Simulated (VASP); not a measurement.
# Be (P6/mmm) in VASP: further runs

Runs on Be. Level: PBE. Tasks: single point.

Program: VASP 6.6.1. These are calculated values, not measurements. Logs are shortened: lines on timing, memory, paths and dates and some standing lists are left out, and cuts for length are marked.

## 1. The cell of the first run

Symmetry: P6/mmm, No. 191, hexagonal system. Conventional cell: a = 2.000 Å, b = 2.000 Å, c = 2.121 Å, α = 90.00°, β = 90.00°, γ = 120.00°. Within 2.7 Å of Be (site symmetry 6/mmm) lie 8 Be at 2.00 to 2.12 Å.

## 2. Single point, PBE

Contents of INCAR:

```
ALGO = Normal
EDIFF = 1E-6
ENCUT = 520
GGA = PE
ISIF = 2
ISMEAR = -1
LASPH = True
LCHARG = False
LREAL = False
LWAVE = False
NBANDS = 7
NELM = 80
PREC = Accurate
SIGMA = 0.05
```

Contents of KPOINTS:

```
k-points
0
Gamma
  20 20 18
```

Contents of POSCAR:

```
Be
1.0
    2.0002119996      0.0000000000      0.0000000000
   -1.0001059998      1.7322344046      0.0000000000
    0.0000000000      0.0000000000      2.1210205954
Be
1
Direct
    0.0000000000      0.0000000000      0.0000000000
```

Potentials or basis: VASP PAW PBE potentials, release 64 (Be).

Run with:

```bash
cat potpaw_PBE.64/Be/POTCAR > POTCAR
mpirun -np 1 vasp_std > vasp.out
```

OUTCAR:

```text
EDIFF = 1E-6
   ENCUT = 520
   GGA = PE
   ISIF = 2
   ISMEAR = -1
   LASPH = True
   LREAL = False
   NELM = 80
   PREC = Accurate

 ion  position               nearest neighbor table
   1  0.000  0.000  0.000-

  LATTYP: Found a hexagonal cell.
 ALAT       =     2.0002119996
 C/A-ratio  =     1.0603978957

  Lattice vectors:

 A1 = (   2.0002119996,   0.0000000000,   0.0000000000)
 A2 = (  -1.0001059998,   1.7322344046,   0.0000000000)
 A3 = (   0.0000000000,   0.0000000000,   2.1210205954)

Analysis of symmetry for initial positions (statically):
=====================================================================
 Subroutine PRICEL returns:
 Original cell was already a primitive cell.

 Routine SETGRP: Setting up the symmetry group for a
 hexagonal supercell.

 Subroutine GETGRP returns: Found 24 space group operations
 (whereof 24 operations were pure point group operations)
 out of a pool of 24 trial point group operations.

The static configuration has the point symmetry D_6h.

Analysis of symmetry for dynamics (positions and initial velocities):
=====================================================================
 Subroutine PRICEL returns:
 Original cell was already a primitive cell.

 Routine SETGRP: Setting up the symmetry group for a
 hexagonal supercell.

 Subroutine GETGRP returns: Found 24 space group operations
 (whereof 24 operations were pure point group operations)
 out of a pool of 24 trial point group operations.

The dynamic configuration has the point symmetry D_6h.

 Subroutine INISYM returns: Found 24 space group operations
 (whereof 24 operations are pure point group operations),
 and found     1 'primitive' translations

----------------------------------------------------------------------------------------

                                     Primitive cell

  volume of cell :       7.3490

  direct lattice vectors                    reciprocal lattice vectors
     2.000212000  0.000000000  0.000000000     0.499947006  0.288644538  0.000000000
    -1.000106000  1.732234405  0.000000000     0.000000000  0.577289077  0.000000000
     0.000000000  0.000000000  2.121020595     0.000000000  0.000000000  0.471471141

  length of vectors
     2.000212000  2.000212000  2.121020595     0.577289077  0.577289077  0.471471141

  position of ions in fractional coordinates (direct lattice)
     0.000000000  0.000000000  0.000000000

  ion indices of the primitive-cell ions
   primitive index   ion index
                 1           1

----------------------------------------------------------------------------------------

 KPOINTS: k-points

Automatic generation of k-mesh.
 Grid dimensions read from file:
 generate k-points for:   20   20   18

 Generating k-lattice:

  Cartesian coordinates                     Fractional coordinates (reciprocal lattice)
     0.024997350  0.014432227  0.000000000     0.050000000  0.000000000  0.000000000
     0.000000000  0.028864454  0.000000000     0.000000000  0.050000000  0.000000000
     0.000000000  0.000000000  0.026192841     0.000000000  0.000000000  0.055555556

  Length of vectors
     0.028864454  0.028864454  0.026192841

  Shift w.r.t. Gamma in fractional coordinates (k-lattice)
     0.000000000  0.000000000  0.000000000

 Subroutine IBZKPT returns following result:
 ===========================================

 Found    440 irreducible k-points:

 Following reciprocal coordinates:
            Coordinates               Weight
  0.000000  0.000000  0.000000      1.000000
  0.050000  0.000000  0.000000      6.000000
  0.100000  0.000000  0.000000      6.000000
  0.150000  0.000000  0.000000      6.000000
  0.200000  0.000000  0.000000      6.000000
  0.250000  0.000000  0.000000      6.000000
[... 16 lines left out ...]
  0.200000  0.100000  0.000000     12.000000
  0.250000  0.100000  0.000000     12.000000
 [... further k-points ...]
   k-points           NKPTS =    440   k-points in BZ     NKDIM =    440   number of bands    NBANDS=      7
   number of dos      NEDOS =    301   number of ions     NIONS =      1
   total plane-waves  NPLWV =   4096
   dimension x,y,z NGX =    16 NGY =   16 NGZ =   16
   dimension x,y,z NGXF=    32 NGYF=   32 NGZF=   32
   ions per type =               1
   NGX,Y,Z   is equivalent  to a cutoff of  13.30, 13.30, 12.54 a.u.
   NGXF,Y,Z  is equivalent  to a cutoff of  26.60, 26.60, 25.08 a.u.
 SYSTEM =  unknown system
   PREC   = accura    normal or accurate (medium, high low for compatibility)
   ISTART =      0    job   : 0-new  1-cont  2-samecut
   ICHARG =      2    charge: 1-file 2-atom 10-const
   ISPIN  =      1    spin polarized calculation?
   LNONCOLLINEAR =      F non collinear calculations
   LSORBIT =      F    spin-orbit coupling
   LASPH  =      T    aspherical Exc in radial PAW
   ENCUT  =  520.0 eV  38.22 Ry    6.18 a.u.   3.72  3.72  3.94*2*pi/ulx,y,z
   NELM   =     80;   NELMIN=  2; NELMDL= -5     # of ELM steps
   EDIFF  = 0.1E-05   stopping-criterion for ELM
   LREAL  =      F    real-space projection
   EDIFFG = 0.1E-04   stopping-criterion for IOM
   NSW    =      0    number of steps for IOM
   IBRION =     -1    ionic relax: 0-MD 1-quasi-New 2-CG
   NFREE  =      0    steps in history (QN), initial steepest desc. (CG)
   ISIF   =      2    stress and relaxation
   ISYM   =      2    0-nonsym 1-usesym 2-fastsym
   POTIM  = 0.5000    time-step for ionic-motion
   TEBEG  =    0.0;   TEEND  =   0.0 temperature during run
   PSTRESS=    0.0 pullay stress
   NELECT =       2.0000    total number of electrons
   NUPDOWN=      -1.0000    fix difference up-down
   EMIN   =  10.00;   EMAX   =-10.00  energy-range for DOS
   EFERMI =   0.00;   METHOD = LEGACY
   ISMEAR =    -1;   SIGMA  =   0.05  broadening in eV -4-tet -1-fermi 0-gaus
   EFERMI_NEDOS =   21; number of points for ismear=-14 and -15
   IALGO  =     38    algorithm
   IMIX   =      4    mixing-type and parameters
     AMIX     =   0.40;   BMIX     =  1.00
     AMIX_MAG =   1.60;   BMIX_MAG =  1.00
  volume/ion in A,a.u.               =       7.35        49.59
  Fermi-wavevector in a.u.,A,eV,Ry     =   1.060903  2.004816 15.313561  1.125515
  Thomas-Fermi vector in A             =   2.196300
   LORBIT       =      0    0 simple, 1 ext, 2 COOP (PROOUT), +10 PAW based schemes
   GGA     = PE    functional components
   LHFCALC =     F    Hartree Fock is set to
   AEXX    =    0.0000 exact exchange contribution
   IVDW    =     0    specifies the selected vdW correction
   LEPSILON=     F    determine dielectric tensor
   LRPA    =     F    only Hartree local field effects (RPA)
 non-spin polarized calculation
  energy-cutoff  :      520.00
  volume of cell :        7.35
 maximum number of plane-waves:       211
 NGX is ok and might be reduce to    16

 number of electron       2.0000000 magnetization

 Free energy of the ion-electron system (eV)
  ---------------------------------------------------
  ext. energy  EPLUGINS =         0.00000000
  ---------------------------------------------------
  free energy    TOTEN  =        -3.05790134 eV

  energy without entropy =       -3.05600941  energy(sigma->0) =       -3.05695537

 E-fermi :   7.3597     XC(G=0): -10.8087

 val. band max:        7.3515159693   @ k =   0.2500   0.1000   0.4444
 cond. band min:       7.3921218501   @ k =   0.5000   0.0000   0.4444
 fundamental gap:      0.0406058807
 Fermi energy:         7.3597298204

 k-point     1 :       0.0000    0.0000    0.0000
  band No.  band energies     occupation
      1      -4.0653      2.00000
      2      19.7880      0.00000
      3      27.4835      0.00000
      4      30.5710      0.00000
      5      30.5710      0.00000
      6      41.5840      0.00000
      7      41.5840      0.00000

 k-point     2 :       0.0500    0.0000    0.0000
  band No.  band energies     occupation
      1      -3.9768      2.00000
      2      19.8995      0.00000
      3      26.9846      0.00000
      4      30.1634      0.00000
      5      30.6566      0.00000
      6      39.6131      0.00000
      7      42.2235      0.00000

 k-point     3 :       0.1000    0.0000    0.0000
  band No.  band energies     occupation
      1      -3.7116      2.00000
      2      20.2328      0.00000
      3      25.6486      0.00000
      4      29.1632      0.00000
      5      30.5949      0.00000
      6      37.9704      0.00000
      7      43.9152      0.00000

 k-point     4 :       0.1500    0.0000    0.0000
  band No.  band energies     occupation
      1      -3.2706      2.00000
      2      20.7838      0.00000
      3      23.6481      0.00000
      4      27.9321      0.00000
      5      30.2071      0.00000
      6      37.5791      0.00000
      7      46.2817      0.00000

 k-point     5 :       0.2000    0.0000    0.0000
  band No.  band energies     occupation
      1      -2.6563      2.00000
      2      21.1998      0.00000
      3      21.5443      0.00000
      4      26.6979      0.00000
      5      29.8128      0.00000
      6      37.8960      0.00000
      7      49.0470      0.00000
[... 161 lines left out ...]
 k-point    22 :       0.1500    0.1000    0.0000
  band No.  band energies     occupation
      1      -2.3912      2.00000
      2      21.4696      0.00000
      3      21.8666      0.00000
      4      23.2753      0.00000
      5      32.2792      0.00000
      6      37.8760      0.00000
      7      46.8422      0.00000

 k-point    23 :       0.2000    0.1000    0.0000
  band No.  band energies     occupation
      1      -1.6068      2.00000
      2      18.8183      0.00000
      3      22.2604      0.00000
      4      22.8137      0.00000
      5      32.4764      0.00000
      6      38.5201      0.00000
      7      46.5860      0.00000

 k-point    24 :       0.2500    0.1000    0.0000
  band No.  band energies     occupation
      1      -0.6632      2.00000
      2      16.1648      0.00000
      3      21.5206      0.00000
      4      23.9245      0.00000
      5      32.6803      0.00000
      6      38.8543      0.00000
      7      45.3420      0.00000

 [... further k-points ...]
[... 5 lines left out ...]
  --------------------------------------------------------------------------------------
  -------------------------------------------------------------------------------------
  Total        1.5695671      1.5695671      1.5629864      0.0000000     -0.0000000      0.0000000
  in kB      342.1865246    342.1865246    340.7518464      0.0000000     -0.0000000      0.0000000
  external PRESSURE =     341.7082985 kB  Pullay stress =       0.0000000 kB

 VOLUME and BASIS-vectors are now :
 -----------------------------------------------------------------------------
  energy-cutoff  :      520.00
  volume of cell :        7.35
      direct lattice vectors                 reciprocal lattice vectors
     2.000212000  0.000000000  0.000000000     0.499947006  0.288644538  0.000000000
    -1.000106000  1.732234405  0.000000000     0.000000000  0.577289077  0.000000000
     0.000000000  0.000000000  2.121020595     0.000000000  0.000000000  0.471471141

 POSITION                                       TOTAL-FORCE (eV/Angst)
 -----------------------------------------------------------------------------------
      0.00000      0.00000      0.00000         0.000000      0.000000      0.000000
 -----------------------------------------------------------------------------------
    total drift:                                0.000000     -0.000000      0.000000

  FREE ENERGIE OF THE ION-ELECTRON SYSTEM (eV)
  ---------------------------------------------------
  free  energy   TOTEN  =        -3.0579013369 eV

  energy  without entropy=       -3.0560094086  energy(sigma->0) =       -3.05695537
```

Wall time 5.2 s (1 thread of Intel Xeon Platinum 8488C (Sapphire Rapids), shared host); peak memory 0.12 GiB.

What came out:

* Free energy: -3.0579 eV
* Pressure: 34.2 GPa
* Band gap on the k mesh: zero (band 1 reaches 10.96 eV, above the bottom of band 2 at 4.43 eV)

Levels at points of the mesh, in eV from the Fermi level:
```
           k point  band 1  band 2  band 3  band 4
(0.00, 0.00, 0.00)  -11.43   12.43   20.12   23.21
(0.50, 0.00, 0.00)   -4.67    1.87   15.49   20.18
(0.00, 0.00, 0.50)   -6.70   -2.93   26.00   26.00
(0.50, 0.00, 0.50)    0.34    3.32    8.38   11.43
```

## 3. Single point, PBE

Contents of INCAR:

```
SYSTEM = Be
ALGO = Normal
EDIFF = 1E-6
ENCUT = 520
GGA = PE
ISIF = 2
ISMEAR = -1
LASPH = .True.
LCHARG = .False.
LREAL = .False.
LWAVE = .False.
NBANDS = 7
NELM = 100
PREC = Accurate
SIGMA = 0.05
```

Contents of KPOINTS:

```
k-points
0
Gamma
  20 20 18
  0 0 0
```

POSCAR is that of step 2.

Potentials or basis: VASP PAW PBE potentials, release 64 (Be).

Run with:

```bash
cat potpaw_PBE.64/Be/POTCAR > POTCAR
mpirun -np 1 vasp_std > vasp.out
```

Run time: 5.1 s. Hardware: 1 thread of Intel Xeon Platinum 8488C (Sapphire Rapids), shared host; peak memory 0.12 GiB.

The run converged. Its results:

```yaml
Free_energy: -3.0579 eV
Pressure: 34.2 GPa
Band_gap_on_the_k_mesh: zero (band 1 reaches 10.96 eV, above the bottom of band 2 at 4.43 eV)
```

Stress tensor (GPa, compression positive):
```
34.22  0.00  0.00
 0.00 34.22  0.00
 0.00  0.00 34.08
```

Levels at points of the mesh, in eV from the Fermi level:
| k point | band 1 | band 2 | band 3 | band 4 |
| --- | --- | --- | --- | --- |
| (0.00, 0.00, 0.00) | -11.43 | 12.43 | 20.12 | 23.21 |
| (0.50, 0.00, 0.00) | -4.67 | 1.87 | 15.49 | 20.18 |
| (0.00, 0.00, 0.50) | -6.70 | -2.93 | 26.00 | 26.00 |
| (0.50, 0.00, 0.50) | 0.34 | 3.32 | 8.38 | 11.43 |

## 4. Single point, PBE (volume scaled by 0.85)

Contents of INCAR:

```
SYSTEM = Be
ALGO = Normal ; EDIFF = 1E-6
ENCUT = 520 ; GGA = PE
ISIF = 2 ; ISMEAR = -1
LASPH = .True. ; LCHARG = .False.
LREAL = .False. ; LWAVE = .False.
NBANDS = 7 ; NELM = 80
PREC = Accurate ; SIGMA = 0.05
```

KPOINTS is that of step 3.

Contents of POSCAR:

```
Be
1.0
    2.0682135235      0.0000000000      0.0000000000
   -1.0341067618      1.7911254518      0.0000000000
    0.0000000000      0.0000000000      2.2483496836
Be
1
Direct
    0.0000000000      0.0000000000      0.0000000000
```

Run with:

```bash
cat potpaw_PBE.64/Be/POTCAR > POTCAR
mpirun -np 1 vasp_std > vasp.out
```

It took 6.7 s on 1 thread of Intel Xeon Platinum 8488C (Sapphire Rapids), shared host; peak memory 0.12 GiB.

It converged, with:

```yaml
Free_energy: -3.2028 eV
Pressure: 14.9 GPa
Band_gap_on_the_k_mesh: zero (band 1 reaches 9.44 eV, above the bottom of band 2 at 2.83 eV)
```

Stress tensor (GPa, compression positive):
```
14.99  0.00  0.00
 0.00 14.99  0.00
 0.00  0.00 14.72
```

Levels at points of the mesh, in eV from the Fermi level:
```csv
k point,band 1,band 2,band 3,band 4,band 5,band 6
"(0.00, 0.00, 0.00)",-10.52,10.76,18.04,21.83,21.83,32.53
"(0.50, 0.00, 0.00)",-3.91,1.86,14.76,18.02,22.29,26.36
"(0.00, 0.00, 0.50)",-5.87,-3.26,24.06,24.06,34.14,37.33
"(0.50, 0.00, 0.50)",0.30,3.50,8.22,10.11,17.72,29.22
```
